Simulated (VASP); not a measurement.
# Si2W (I4/mmm) in VASP: a series of runs

Runs on Si2W. Level: PBE. Tasks: single point.

Everything below comes from runs of VASP 6.6.1. Logs are shortened: lines on timing, memory, paths and dates and some standing lists are left out, and cuts for length are marked.

## Step 1: The cell of the first run

It takes space group I4/mmm (No. 139, tetragonal). Conventional cell: a = 3.121 Å, b = 3.121 Å, c = 7.661 Å, α = 90.00°, β = 90.00°, γ = 90.00°. Si (site symmetry 4mm) has 9 Si at 2.55 to 3.12 Å and 5 W at 2.55 Å within 3.4 Å. W (site symmetry 4/mmm) has 10 Si at 2.55 Å and 4 W at 3.12 Å within 3.4 Å.

## Step 2: Single point, PBE (12.44 Å³/atom)

The input, INCAR:

```
  PREC = Accurate
  ENCUT = 520
  EDIFF = 1E-7
  ISMEAR = 0
  SIGMA = 0.1
  LREAL = False
  LASPH = True
  NELM = 100
  ALGO = Normal
  ISIF = 2
  LWAVE = False
  LCHARG = False
  GGA = PE
  NBANDS = 18
```

The input, KPOINTS:

```
Automatic mesh
0
Gamma
  18 18 18
```

The input, POSCAR:

```
Si2W
1.0
   -1.5607260948      1.5607260948      3.8305819189
    1.5607260948     -1.5607260948      3.8305819189
    1.5607260948      1.5607260948     -3.8305819189
Si W
2 1
Direct
    0.3331851105      0.3331851105      0.0000000000
    0.6668148895      0.6668148895      0.0000000000
    0.0000000000      0.0000000000      0.0000000000
```

Potentials or basis: VASP PAW PBE potentials, release 64 (Si, W_sv).

Command:

```console
cat potpaw_PBE.64/Si/POTCAR potpaw_PBE.64/W_sv/POTCAR > POTCAR
mpirun -np 1 vasp_std > vasp.out
```

OUTCAR:

```text
PREC = Accurate
   ENCUT = 520
   EDIFF = 1E-7
   ISMEAR = 0
   LREAL = False
   LASPH = True
   NELM = 100
   ISIF = 2
   GGA = PE

 ion  position               nearest neighbor table
   1  0.333  0.333  0.000-   2 2.55   2 2.55   2 2.55   2 2.55   3 2.55   3 2.55   3 2.55   3 2.55
                             3 2.55   2 2.56
   2  0.667  0.667  0.000-   1 2.55   1 2.55   1 2.55   1 2.55   3 2.55   3 2.55   3 2.55   3 2.55
                             3 2.55   1 2.56
   3  0.000  0.000  0.000-   2 2.55   2 2.55   2 2.55   1 2.55   2 2.55   1 2.55   1 2.55   1 2.55
                             1 2.55   2 2.55

  LATTYP: Found a body centered tetragonal cell.
 ALAT       =     3.1214521896
 C/A-ratio  =     2.4543588601

  Lattice vectors:

 A1 = (  -1.5607260948,   1.5607260948,   3.8305819189)
 A2 = (   1.5607260948,  -1.5607260948,   3.8305819189)
 A3 = (   1.5607260948,   1.5607260948,  -3.8305819189)

Analysis of symmetry for initial positions (statically):
=====================================================================
 Subroutine PRICEL returns:
 Original cell was already a primitive cell.

 Routine SETGRP: Setting up the symmetry group for a
 body centered tetragonal supercell.

 Subroutine GETGRP returns: Found 16 space group operations
 (whereof 16 operations were pure point group operations)
 out of a pool of 16 trial point group operations.

The static configuration has the point symmetry D_4h.

Analysis of symmetry for dynamics (positions and initial velocities):
=====================================================================
 Subroutine PRICEL returns:
 Original cell was already a primitive cell.

 Routine SETGRP: Setting up the symmetry group for a
 body centered tetragonal supercell.

 Subroutine GETGRP returns: Found 16 space group operations
 (whereof 16 operations were pure point group operations)
 out of a pool of 16 trial point group operations.

The dynamic configuration has the point symmetry D_4h.

 Subroutine INISYM returns: Found 16 space group operations
 (whereof 16 operations are pure point group operations),
 and found     1 'primitive' translations

----------------------------------------------------------------------------------------

                                     Primitive cell

  volume of cell :      37.3231

  direct lattice vectors                    reciprocal lattice vectors
    -1.560726095  1.560726095  3.830581919     0.000000000  0.320363709  0.130528471
     1.560726095 -1.560726095  3.830581919     0.320363709  0.000000000  0.130528471
     1.560726095  1.560726095 -3.830581919     0.320363709  0.320363709  0.000000000

  length of vectors
     4.420982891  4.420982891  4.420982891     0.345934369  0.345934369  0.453062702

  position of ions in fractional coordinates (direct lattice)
     0.333185110  0.333185110  0.000000000
     0.666814890  0.666814890  0.000000000
     0.000000000  0.000000000  0.000000000

  ion indices of the primitive-cell ions
   primitive index   ion index
                 1           1
                 2           2
                 3           3

----------------------------------------------------------------------------------------

 KPOINTS: Automatic mesh

Automatic generation of k-mesh.
 Grid dimensions read from file:
 generate k-points for:   18   18   18

 Generating k-lattice:

  Cartesian coordinates                     Fractional coordinates (reciprocal lattice)
     0.000000000  0.017797984  0.007251582     0.055555556 -0.000000000  0.000000000
     0.017797984  0.000000000  0.007251582    -0.000000000  0.055555556  0.000000000
     0.017797984  0.017797984  0.000000000     0.000000000  0.000000000  0.055555556

  Length of vectors
     0.019218576  0.019218576  0.025170150

  Shift w.r.t. Gamma in fractional coordinates (k-lattice)
     0.000000000  0.000000000  0.000000000

 Subroutine IBZKPT returns following result:
 ===========================================

 Found    480 irreducible k-points:

 Following reciprocal coordinates:
            Coordinates               Weight
  0.000000  0.000000  0.000000      1.000000
  0.055556 -0.000000  0.000000      8.000000
  0.111111 -0.000000  0.000000      8.000000
  0.166667 -0.000000  0.000000      8.000000
  0.222222 -0.000000  0.000000      8.000000
  0.277778 -0.000000  0.000000      8.000000
[... 16 lines left out ...]
 -0.277778  0.055556 -0.000000     16.000000
 -0.222222  0.055556 -0.000000     16.000000
 [... further k-points ...]
   k-points           NKPTS =    480   k-points in BZ     NKDIM =    480   number of bands    NBANDS=     18
   number of dos      NEDOS =    301   number of ions     NIONS =      3
   total plane-waves  NPLWV =  46656
   dimension x,y,z NGX =    36 NGY =   36 NGZ =   36
   dimension x,y,z NGXF=    72 NGYF=   72 NGZF=   72
   ions per type =               2   1
   NGX,Y,Z   is equivalent  to a cutoff of  13.54, 13.54, 13.54 a.u.
[... 32 lines left out ...]
  volume/ion in A,a.u.               =      12.44        83.96
  Fermi-wavevector in a.u.,A,eV,Ry     =   1.372639  2.593912 25.635253  1.884138
  Thomas-Fermi vector in A             =   2.498228
   LORBIT       =      0    0 simple, 1 ext, 2 COOP (PROOUT), +10 PAW based schemes
   GGA     = PE    functional components
   LHFCALC =     F    Hartree Fock is set to
   AEXX    =    0.0000 exact exchange contribution
   IVDW    =     0    specifies the selected vdW correction
   LEPSILON=     F    determine dielectric tensor
   LRPA    =     F    only Hartree local field effects (RPA)
 non-spin polarized calculation
 Gauss-broadening in eV      SIGMA  =   0.10
  energy-cutoff  :      520.00
  volume of cell :       37.32
 maximum number of plane-waves:      1023
 NGX is ok and might be reduce to    36
   NGX = 17   NGY = 17   NGZ = 17

 number of electron      22.0000001 magnetization

 Free energy of the ion-electron system (eV)
  ---------------------------------------------------
  ext. energy  EPLUGINS =         0.00000000
  ---------------------------------------------------
  free energy    TOTEN  =       -24.54479330 eV

  energy without entropy =      -24.54375800  energy(sigma->0) =      -24.54427565

 E-fermi :  13.1676     XC(G=0): -12.9170

 val. band max:       13.1335784548   @ k =  -0.3889  -0.3889   0.3333
 cond. band min:      13.1725411320   @ k =  -0.4444   0.5000   0.2778
 fundamental gap:      0.0389626772
 Fermi energy:        13.1675904936

 k-point     1 :       0.0000    0.0000    0.0000
  band No.  band energies     occupation
      1     -60.5183      2.00000
      2     -24.8791      2.00000
      3     -24.7902      2.00000
      4     -24.7902      2.00000
      5      -1.6292      2.00000
      6       5.7770      2.00000
[... 10 lines left out ...]
     17      19.3246      0.00000
     18      19.3246      0.00000

 k-point     2 :       0.0556   -0.0000    0.0000
  band No.  band energies     occupation
      1     -60.5180      2.00000
      2     -24.8784      2.00000
      3     -24.7996      2.00000
      4     -24.7894      2.00000
      5      -1.5654      2.00000
      6       5.7924      2.00000
[... 10 lines left out ...]
     17      19.3303      0.00000
     18      19.5498      0.00000

 k-point     3 :       0.1111   -0.0000    0.0000
  band No.  band energies     occupation
      1     -60.5169      2.00000
      2     -24.8763      2.00000
      3     -24.8266      2.00000
      4     -24.7869      2.00000
      5      -1.3755      2.00000
      6       5.8286      2.00000
[... 10 lines left out ...]
     17      19.4022      0.00000
     18      20.0904      0.00000

 k-point     4 :       0.1667   -0.0000    0.0000
  band No.  band energies     occupation
      1     -60.5153      2.00000
      2     -24.8736      2.00000
      3     -24.8674      2.00000
      4     -24.7831      2.00000
      5      -1.0644      2.00000
      6       5.8488      2.00000
[... 375 lines left out ...]
      4     -24.7778      2.00000
      5       0.4638      2.00000
      6       5.0693      2.00000
[... 10 lines left out ...]
     17      20.9863      0.00000
     18      21.9843      0.00000

 k-point    23 :      -0.2778    0.0556   -0.0000
  band No.  band energies     occupation
      1     -60.5110      2.00000
      2     -24.9696      2.00000
      3     -24.8631      2.00000
      4     -24.7825      2.00000
      5      -0.1399      2.00000
      6       5.6733      2.00000
[... 10 lines left out ...]
     17      20.8780      0.00000
     18      21.6301      0.00000

 k-point    24 :      -0.2222    0.0556   -0.0000
  band No.  band energies     occupation
      1     -60.5130      2.00000
      2     -24.9168      2.00000
      3     -24.8673      2.00000
      4     -24.7875      2.00000
      5      -0.6513      2.00000
      6       6.0363      2.00000
[... 10 lines left out ...]
     17      20.0999      0.00000
     18      21.7317      0.00000

 [... further k-points ...]

------------------------ aborting loop because EDIFF is reached ----------------------------------------

  FORCE on cell =-STRESS in cart. coord.  units (eV):
  Direction    XX          YY          ZZ          XY          YZ          ZX
  --------------------------------------------------------------------------------------
  -------------------------------------------------------------------------------------
  Total        5.9278154      5.9278154      5.8785858      0.0000000     -0.0000000     -0.0000000
  in kB      254.4644523    254.4644523    252.3511634      0.0000000     -0.0000000     -0.0000000
  external PRESSURE =     253.7600226 kB  Pullay stress =       0.0000000 kB

 VOLUME and BASIS-vectors are now :
 -----------------------------------------------------------------------------
  energy-cutoff  :      520.00
  volume of cell :       37.32
      direct lattice vectors                 reciprocal lattice vectors
    -1.560726095  1.560726095  3.830581919     0.000000000  0.320363709  0.130528471
     1.560726095 -1.560726095  3.830581919     0.320363709  0.000000000  0.130528471
     1.560726095  1.560726095 -3.830581919     0.320363709  0.320363709  0.000000000

 POSITION                                       TOTAL-FORCE (eV/Angst)
 -----------------------------------------------------------------------------------
      0.00000      0.00000      2.55259         0.000000      0.000000     -0.013883
      0.00000      0.00000      5.10858        -0.000000     -0.000000      0.013883
      0.00000      0.00000      0.00000        -0.000000     -0.000000      0.000000
 -----------------------------------------------------------------------------------
    total drift:                                0.000000      0.000000      0.000000

  FREE ENERGIE OF THE ION-ELECTRON SYSTEM (eV)
  ---------------------------------------------------
  free  energy   TOTEN  =       -24.5447933025 eV

  energy  without entropy=      -24.5437579966  energy(sigma->0) =      -24.54427565
```

Run time: 4.8 min. Hardware: 1 thread of AMD EPYC 9R45 (Zen 5), shared host; peak memory 0.41 GiB.

What came out:

* Free energy: -24.5448 eV
* Pressure: 25.4 GPa
* Largest force: 0.014 eV/Å
* Band gap on the k mesh: zero (bands 11 and 12 overlap by 1.51 eV)

Forces in eV/Å, atoms in the order of the input:
```
Si   0.000  0.000 -0.014
Si   0.000  0.000  0.014
W    0.000  0.000  0.000
```

Caveat: the cell stands under pressure; spin-orbit coupling is left out, which moves the levels of the heavy elements.

## Step 3: Single point, PBE (12.85 Å³/atom)

This run uses another cell than the first one, of 12.85 Å³/atom.

The input, INCAR:

```
PREC     = Accurate       # precision mode
ENCUT    = 520            # plane-wave cutoff, eV
EDIFF    = 1E-6           # SCF threshold, eV
ISMEAR   = 0              # smearing method
SIGMA    = 0.1            # smearing width, eV
LREAL    = F              # projectors in reciprocal space
LASPH    = T              # aspherical terms in the spheres
NELM     = 100            # most SCF steps
ALGO     = Normal         # electronic algorithm
ISIF     = 2              # what is computed and relaxed
LWAVE    = F              # write WAVECAR
LCHARG   = T              # write CHGCAR
GGA      = PE             # functional
LELF     = T              # ELF
LVHAR    = T            
NBANDS   = 18             # bands
```

The input, KPOINTS:

```
regular mesh
0
Gamma
  18 18 18
```

The input, POSCAR:

```
Si2W
1.0
   -1.5790679582      1.5790679582      3.8654757835
    1.5790679582     -1.5790679582      3.8654757835
    1.5790679582      1.5790679582     -3.8654757835
Si W
2 1
Direct
    0.3336337356      0.3336337356      0.0000000000
    0.6663662644      0.6663662644      0.0000000000
    0.0000000000      0.0000000000      0.0000000000
```

Potentials or basis: VASP PAW PBE potentials, release 64 (Si, W_sv).

Command:

```console
cat potpaw_PBE.64/Si/POTCAR potpaw_PBE.64/W_sv/POTCAR > POTCAR
mpirun -np 1 vasp_std > vasp.out
```

Run time: 4.5 min. Hardware: 1 thread of AMD EPYC 9R45 (Zen 5), shared host; peak memory 0.42 GiB.

Results (log left out):

```
Free energy            : -24.7013 eV
Pressure               : 15.5 GPa
Largest force          : 0.009 eV/Å
Band gap on the k mesh : zero (bands 11 and 12 overlap by 1.41 eV)
```

Forces on the atoms (eV/Å):
```
Si   0.000  0.000 -0.009
Si   0.000  0.000  0.009
W    0.000  0.000  0.000
```

Stress tensor (GPa, compression positive):
```
15.59  0.00  0.00
 0.00 15.59  0.00
 0.00  0.00 15.41
```

Levels at points of the mesh, in eV from the Fermi level:
```csv
k point,band 9,band 10,band 11,band 12,band 13,band 14
"(0.00, 0.00, 0.00)",-2.99,-2.99,0.70,2.71,3.03,3.29
"(0.50, 0.00, 0.00)",-2.96,-2.89,-0.49,2.85,2.95,4.05
"(0.50, 0.50, 0.00)",-5.24,-3.48,-1.73,2.89,3.23,3.39
"(0.50, 0.50, 0.50)",-0.85,-0.85,-0.54,-0.54,0.89,4.59
```

Caveat: the cell stands under pressure; spin-orbit coupling is left out, which moves the levels of the heavy elements.

## Step 4: Single point, PBE (13.26 Å³/atom)

This run uses another cell than the first one, of 13.26 Å³/atom.

The input, INCAR:

```
SYSTEM = Si2W
PREC     = Accurate       ! precision mode
ENCUT    = 520            ! plane-wave cutoff, eV
EDIFF    = 1E-6           ! SCF threshold, eV
ISMEAR   = 0              ! smearing method
SIGMA    = 0.1            ! smearing width, eV
LREAL    = .False.        ! projectors in reciprocal space
LASPH    = .True.         ! aspherical terms in the spheres
NELM     = 80             ! most SCF steps
ALGO     = Normal         ! electronic algorithm
ISIF     = 2              ! what is computed and relaxed
LWAVE    = .False.        ! write WAVECAR
LCHARG   = .False.        ! write CHGCAR
GGA      = PE             ! functional
NBANDS   = 18             ! bands
```

The input, KPOINTS:

```
regular mesh
0
Gamma
  18 18 18
  0 0 0
```

The input, POSCAR:

```
Si2W
1.0
   -1.5969407889      1.5969407889      3.9000560831
    1.5969407889     -1.5969407889      3.9000560831
    1.5969407889      1.5969407889     -3.9000560831
Si W
2 1
Direct
    0.3341170875      0.3341170875      0.0000000000
    0.6658829125      0.6658829125      0.0000000000
    0.0000000000      0.0000000000      0.0000000000
```

Command:

```console
cat potpaw_PBE.64/Si/POTCAR potpaw_PBE.64/W_sv/POTCAR > POTCAR
mpirun -np 1 vasp_std > vasp.out
```

It took 4.1 min on 1 thread of AMD EPYC 9R45 (Zen 5), shared host; peak memory 0.43 GiB.

The run converged. Its results:

| Property | Result |
| --- | --- |
| Free energy | -24.7881 eV |
| Pressure | 7.2 GPa |
| Largest force | 0.010 eV/Å |
| Band gap on the k mesh | zero (bands 11 and 12 overlap by 1.33 eV) |

Forces on the atoms (eV/Å):
```
Si   0.000  0.000 -0.010
Si   0.000  0.000  0.010
W    0.000  0.000  0.000
```

Stress tensor (GPa, compression positive):
```
7.23 0.00 0.00
0.00 7.23 0.00
0.00 0.00 7.06
```

Levels at points of the mesh, in eV from the Fermi level:
| k point | band 8 | band 9 | band 10 | band 11 | band 12 | band 13 | band 14 | band 15 |
| --- | --- | --- | --- | --- | --- | --- | --- | --- |
| (0.00, 0.00, 0.00) | -3.40 | -2.90 | -2.90 | 0.65 | 2.83 | 2.85 | 3.15 | 3.15 |
| (0.50, 0.00, 0.00) | -4.92 | -2.84 | -2.82 | -0.46 | 2.79 | 2.80 | 3.98 | 4.54 |
| (0.50, 0.50, 0.00) | -5.52 | -5.10 | -3.34 | -1.75 | 2.81 | 3.06 | 3.22 | 3.92 |
| (0.50, 0.50, 0.50) | -2.65 | -0.85 | -0.85 | -0.51 | -0.51 | 0.83 | 4.51 | 5.08 |

Caveat: the cell stands under pressure; spin-orbit coupling is left out, which moves the levels of the heavy elements.

## Step 5: Single point, PBE

This run uses another cell than the first one, of 13.48 Å³/atom.

The input, INCAR:

```
PREC = Accurate
ENCUT = 520
EDIFF = 1E-6
ISMEAR = 0
SIGMA = 0.1
LREAL = F
LASPH = T
NELM = 60
ALGO = Normal
ISIF = 2
LWAVE = F
LCHARG = F
GGA = PE
NBANDS = 18
```

The input, KPOINTS:

```
regular mesh
0
Gamma
  18 18 18
```

The input, POSCAR:

```
Si2W
1.0
   -1.6069000000      1.6069000000      3.9149500000
    1.6069000000     -1.6069000000      3.9149500000
    1.6069000000      1.6069000000     -3.9149500000
Si W
2 1
Direct
    0.3347000000      0.3347000000      0.0000000000
    0.6653000000      0.6653000000      0.0000000000
    0.0000000000      0.0000000000      0.0000000000
```

Command:

```console
cat potpaw_PBE.64/Si/POTCAR potpaw_PBE.64/W_sv/POTCAR > POTCAR
mpirun -np 1 vasp_std > vasp.out
```

Run time: 4.2 min. Hardware: 1 thread of AMD EPYC 9R45 (Zen 5), shared host; peak memory 0.43 GiB.

It converged, with:

| Property | Result |
| --- | --- |
| Free energy | -24.8093 eV |
| Pressure | 3.3 GPa |
| Largest force | 0.063 eV/Å |
| Band gap on the k mesh | zero (bands 11 and 12 overlap by 1.27 eV) |

Forces on the atoms (eV/Å):
```
Si   0.000  0.000 -0.063
Si   0.000  0.000  0.063
W    0.000  0.000  0.000
```

Stress tensor (GPa, compression positive):
```
3.23 0.00 0.00
0.00 3.23 0.00
0.00 0.00 3.59
```

Levels at points of the mesh, in eV from the Fermi level:
```csv
k point,band 8,band 9,band 10,band 11,band 12,band 13,band 14,band 15
"(0.00, 0.00, 0.00)",-3.32,-2.84,-2.84,0.61,2.74,2.93,3.06,3.06
"(0.50, 0.00, 0.00)",-4.86,-2.80,-2.76,-0.44,2.71,2.78,3.93,4.43
"(0.50, 0.50, 0.00)",-5.50,-5.02,-3.25,-1.77,2.79,2.97,3.13,3.91
"(0.50, 0.50, 0.50)",-2.58,-0.85,-0.85,-0.50,-0.50,0.79,4.50,4.89
```

Caveat: the cell stands under pressure; spin-orbit coupling is left out, which moves the levels of the heavy elements.

## Step 6: Summary

| cell | gap on the mesh (eV) | pressure (GPa) | largest force (eV/Å) |
| --- | --- | --- | --- |
| a = 4.421 Å, angles 138.7, 138.7, 59.9°, 3 atoms, atomic positions A | none | 25.4 | 0.01 |
| a = 4.464 Å, angles 138.6, 138.6, 60.0°, 3 atoms, atomic positions B | none | 15.5 | 0.01 |
| a = 4.507 Å, angles 138.5, 138.5, 60.1°, 3 atoms, atomic positions C | none | 7.2 | 0.01 |
| a = 4.527 Å, angles 138.4, 138.4, 60.3°, 3 atoms, atomic positions D | none | 3.3 | 0.06 |

Alike in all rows: task single point; level PBE; potentials or basis VASP PAW PBE potentials, release 64 (Si, W_sv); no spin polarisation; k mesh 18 × 18 × 18; cutoff (eV) 520; smearing gaussian 0.1 eV.

Caveats: the cell stands under pressure; spin-orbit coupling is left out, which moves the levels of the heavy elements.

Total energies depend on the potentials used, so only differences within one code and one set of settings carry meaning.

The gap in the log of VASP goes by the Fermi energy; the results here count the filled bands.